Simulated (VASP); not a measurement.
# Au (Pm-3m) in VASP: further runs

Runs on Au. Level: PBEsol. Tasks: single point.

Everything below comes from runs of VASP 6.6.1. Logs are shortened: lines on timing, memory, paths and dates and some standing lists are left out, and cuts for length are marked.

## (1) The cell of the first run

The structure is cubic, space group Pm-3m (No. 221). The conventional cell has a = 2.592 Å, b = 2.592 Å, c = 2.592 Å, α = 90.00°, β = 90.00°, γ = 90.00°. Within 3.4 Å of Au (site symmetry m-3m) lie 6 Au at 2.59 Å.

## (2) Single point, PBEsol

Input file INCAR:

```
PREC = Accurate
ENCUT = 520
EDIFF = 1E-6
ISMEAR = -1
SIGMA = 0.05
LREAL = False
LASPH = True
NELM = 60
ALGO = Normal
ISIF = 2
LWAVE = False
LCHARG = True
GGA = PS
LELF = True
LVHAR = True
NBANDS = 12
```

Input file KPOINTS:

```
Automatic mesh
0
Gamma
  8 8 8
```

Input file POSCAR:

```
Au
1.0
    2.5916308136      0.0000000000      0.0000000000
    0.0000000000      2.5916308136      0.0000000000
    0.0000000000      0.0000000000      2.5916308136
Au
1
Direct
    0.0000000000      0.0000000000      0.0000000000
```

Potentials or basis: VASP PAW PBE potentials, release 64 (Au).

The run is started by

```sh
$ cat potpaw_PBE.64/Au/POTCAR > POTCAR
$ mpirun -np 1 vasp_std > vasp.out
```

OUTCAR:

```text
PREC = Accurate
   ENCUT = 520
   EDIFF = 1E-6
   ISMEAR = -1
   LREAL = False
   LASPH = True
   NELM = 60
   ISIF = 2
   GGA = PS

 ion  position               nearest neighbor table
   1  0.000  0.000  0.000-

  LATTYP: Found a simple cubic cell.
 ALAT       =     2.5916308136

  Lattice vectors:

 A1 = (   2.5916308136,   0.0000000000,   0.0000000000)
 A2 = (   0.0000000000,   2.5916308136,   0.0000000000)
 A3 = (   0.0000000000,   0.0000000000,   2.5916308136)

Analysis of symmetry for initial positions (statically):
=====================================================================
 Subroutine PRICEL returns:
 Original cell was already a primitive cell.

 Routine SETGRP: Setting up the symmetry group for a
 simple cubic supercell.

 Subroutine GETGRP returns: Found 48 space group operations
 (whereof 48 operations were pure point group operations)
 out of a pool of 48 trial point group operations.

The static configuration has the point symmetry O_h .

Analysis of symmetry for dynamics (positions and initial velocities):
=====================================================================
 Subroutine PRICEL returns:
 Original cell was already a primitive cell.

 Routine SETGRP: Setting up the symmetry group for a
 simple cubic supercell.

 Subroutine GETGRP returns: Found 48 space group operations
 (whereof 48 operations were pure point group operations)
 out of a pool of 48 trial point group operations.

The dynamic configuration has the point symmetry O_h .

 Subroutine INISYM returns: Found 48 space group operations
 (whereof 48 operations are pure point group operations),
 and found     1 'primitive' translations

----------------------------------------------------------------------------------------

                                     Primitive cell

  volume of cell :      17.4068

  direct lattice vectors                    reciprocal lattice vectors
     2.591630814  0.000000000  0.000000000     0.385857428  0.000000000  0.000000000
     0.000000000  2.591630814  0.000000000     0.000000000  0.385857428  0.000000000
     0.000000000  0.000000000  2.591630814     0.000000000  0.000000000  0.385857428

  length of vectors
     2.591630814  2.591630814  2.591630814     0.385857428  0.385857428  0.385857428

[... 77 lines left out ...]
   NELM   =     60;   NELMIN=  2; NELMDL= -5     # of ELM steps
   EDIFF  = 0.1E-05   stopping-criterion for ELM
   LREAL  =      F    real-space projection
   EDIFFG = 0.1E-04   stopping-criterion for IOM
   NSW    =      0    number of steps for IOM
   IBRION =     -1    ionic relax: 0-MD 1-quasi-New 2-CG
   NFREE  =      0    steps in history (QN), initial steepest desc. (CG)
   ISIF   =      2    stress and relaxation
   ISYM   =      2    0-nonsym 1-usesym 2-fastsym
   POTIM  = 0.5000    time-step for ionic-motion
   TEBEG  =    0.0;   TEEND  =   0.0 temperature during run
   PSTRESS=    0.0 pullay stress
   NELECT =      11.0000    total number of electrons
   NUPDOWN=      -1.0000    fix difference up-down
   EMIN   =  10.00;   EMAX   =-10.00  energy-range for DOS
   EFERMI =   0.00;   METHOD = LEGACY
   ISMEAR =    -1;   SIGMA  =   0.05  broadening in eV -4-tet -1-fermi 0-gaus
   EFERMI_NEDOS =   21; number of points for ismear=-14 and -15
   IALGO  =     38    algorithm
   IMIX   =      4    mixing-type and parameters
     AMIX     =   0.40;   BMIX     =  1.00
     AMIX_MAG =   1.60;   BMIX_MAG =  1.00
  volume/ion in A,a.u.               =      17.41       117.47
  Fermi-wavevector in a.u.,A,eV,Ry     =   1.404859  2.654798 26.852832  1.973627
  Thomas-Fermi vector in A             =   2.527378
   LORBIT       =      0    0 simple, 1 ext, 2 COOP (PROOUT), +10 PAW based schemes
   GGA     = PS    functional components
   LHFCALC =     F    Hartree Fock is set to
   AEXX    =    0.0000 exact exchange contribution
   IVDW    =     0    specifies the selected vdW correction
   LEPSILON=     F    determine dielectric tensor
   LRPA    =     F    only Hartree local field effects (RPA)
 non-spin polarized calculation
  energy-cutoff  :      520.00
  volume of cell :       17.41
 maximum number of plane-waves:       480
 NGX is ok and might be reduce to    20
   NGX =  9   NGY =  9   NGZ =  9

 number of electron      10.9999998 magnetization

 Free energy of the ion-electron system (eV)
  ---------------------------------------------------
  ext. energy  EPLUGINS =         0.00000000
  ---------------------------------------------------
  free energy    TOTEN  =        -3.53281188 eV

  energy without entropy =       -3.52761927  energy(sigma->0) =       -3.53021558

 E-fermi :   8.6815     XC(G=0): -12.6402

 val. band max:        8.6733565251   @ k =   0.3750   0.3750   0.0000
 cond. band min:       8.7017682391   @ k =   0.5000   0.5000   0.0000
 fundamental gap:      0.0284117140
 Fermi energy:         8.6814864832

 k-point     1 :       0.0000    0.0000    0.0000
  band No.  band energies     occupation
      1      -0.7682      2.00000
      2       1.6168      2.00000
      3       1.6168      2.00000
      4       7.2032      2.00000
      5       7.2032      2.00000
      6       7.2032      2.00000
      7      23.4023      0.00000
      8      23.4023      0.00000
      9      23.4023      0.00000
     10      29.0786      0.00000
     11      31.7592      0.00000
     12      31.7592      0.00000
[... 331 lines left out ...]
 k-point    24 :       0.5000    0.3750    0.1250
  band No.  band energies     occupation
      1       2.0329      2.00000
      2       3.1956      2.00000
      3       4.8671      2.00000
      4       5.1698      2.00000
      5       7.3669      2.00000
      6      12.4020      0.00000
      7      12.5792      0.00000
      8      19.4844      0.00000
      9      21.7050      0.00000
     10      28.3195      0.00000
     11      30.2802      0.00000
     12      31.4682      0.00000

 [... further k-points ...]
[... 5 lines left out ...]
  --------------------------------------------------------------------------------------
  -------------------------------------------------------------------------------------
  Total        2.1423906      2.1423906      2.1423906      0.0000000     -0.0000000      0.0000000
  in kB      197.1922431    197.1922431    197.1922431      0.0000000     -0.0000000      0.0000000
  external PRESSURE =     197.1922431 kB  Pullay stress =       0.0000000 kB

 VOLUME and BASIS-vectors are now :
 -----------------------------------------------------------------------------
  energy-cutoff  :      520.00
  volume of cell :       17.41
      direct lattice vectors                 reciprocal lattice vectors
     2.591630814  0.000000000  0.000000000     0.385857428  0.000000000  0.000000000
     0.000000000  2.591630814  0.000000000     0.000000000  0.385857428  0.000000000
     0.000000000  0.000000000  2.591630814     0.000000000  0.000000000  0.385857428

 POSITION                                       TOTAL-FORCE (eV/Angst)
 -----------------------------------------------------------------------------------
      0.00000      0.00000      0.00000         0.000000      0.000000      0.000000
 -----------------------------------------------------------------------------------
    total drift:                               -0.000000     -0.000000     -0.000000

  FREE ENERGIE OF THE ION-ELECTRON SYSTEM (eV)
  ---------------------------------------------------
  free  energy   TOTEN  =        -3.5328118827 eV

  energy  without entropy=       -3.5276192689  energy(sigma->0) =       -3.53021558
```

OSZICAR:

```text
N       E                     dE             d eps       ncg     rms          rms(c)
DAV:   1     0.497758741690E+02    0.49776E+02   -0.54823E+03   856   0.814E+02
DAV:   2    -0.319363032685E+01   -0.52970E+02   -0.50758E+02   984   0.190E+02
DAV:   3    -0.392356323064E+01   -0.72993E+00   -0.72948E+00   980   0.214E+01
DAV:   4    -0.392650691874E+01   -0.29437E-02   -0.29435E-02   928   0.151E+00
DAV:   5    -0.392653069572E+01   -0.23777E-04   -0.23777E-04   988   0.130E-01    0.107E+01
DAV:   6    -0.356696028184E+01    0.35957E+00   -0.93338E-01   884   0.768E+00    0.653E+00
DAV:   7    -0.353734099962E+01    0.29619E-01   -0.90989E-02   940   0.241E+00    0.316E+00
DAV:   8    -0.353347703480E+01    0.38640E-02   -0.12055E-02   900   0.986E-01    0.748E-01
DAV:   9    -0.353280698725E+01    0.67005E-03   -0.20653E-03   920   0.380E-01    0.149E-02
DAV:  10    -0.353281090556E+01   -0.39183E-05   -0.13858E-05   964   0.328E-02    0.158E-02
DAV:  11    -0.353281188265E+01   -0.97709E-06   -0.95049E-07   728   0.901E-03
   1 F= -.35328119E+01 E0= -.35302156E+01  d E =-.519261E-02
```

It took 9.1 s on 1 thread of AMD EPYC 7R13, shared host; peak memory 0.1 GiB.

Results:

* Free energy: -3.5328 eV
* Pressure: 19.7 GPa

Caveat: the PAW data sets were made with another functional, which shifts forces and pressure a little; spin-orbit coupling is left out, which moves the levels of the heavy elements.

## (3) Single point, PBEsol

This run uses another cell than the first one, of 19.66 Å³/atom, 1.129 times its volume.

Input file INCAR:

```
SYSTEM = Au
  PREC = Accurate
  ENCUT = 520
  EDIFF = 1E-6
  ISMEAR = -1
  SIGMA = 0.05
  LREAL = .False.
  LASPH = .True.
  NELM = 80
  ALGO = Normal
  ISIF = 2
  LWAVE = .False.
  LCHARG = .False.
  GGA = PS
  NBANDS = 12
```

Input file KPOINTS:

```
Automatic mesh
0
Gamma
  8 8 8
  0 0 0
```

Input file POSCAR:

```
Au
1.0
    2.6988333258      0.0000000000      0.0000000000
    0.0000000000      2.6988333258      0.0000000000
    0.0000000000      0.0000000000      2.6988333258
Au
1
Direct
    0.0000000000      0.0000000000      0.0000000000
```

Potentials or basis: VASP PAW PBE potentials, release 64 (Au).

The run is started by

```sh
$ cat potpaw_PBE.64/Au/POTCAR > POTCAR
$ mpirun -np 1 vasp_std > vasp.out
```

It took 9.9 s on 1 thread of AMD EPYC 7R13, shared host; peak memory 0.1 GiB.

It converged, with:

| Property | Result |
| --- | --- |
| Free energy | -3.6542 eV |
| Pressure | -0.1 GPa |

Levels at points of the mesh, in eV from the Fermi level:
```
           k point  band 2  band 3  band 4  band 5  band 6  band 7  band 8  band 9
(0.00, 0.00, 0.00)   -6.01   -6.01   -1.42   -1.42   -1.42   14.06   14.06   14.06
(0.50, 0.00, 0.00)   -5.57   -3.00   -3.00   -1.27   -0.77    2.26   16.32   18.63
(0.50, 0.50, 0.00)   -5.20   -2.72   -2.72   -0.18    3.73    3.73    6.85   11.66
(0.50, 0.50, 0.50)   -5.23   -5.23   -0.08   -0.08    8.58    8.58    8.58    9.93
```

Caveat: the PAW data sets were made with another functional, which shifts forces and pressure a little; spin-orbit coupling is left out, which moves the levels of the heavy elements.
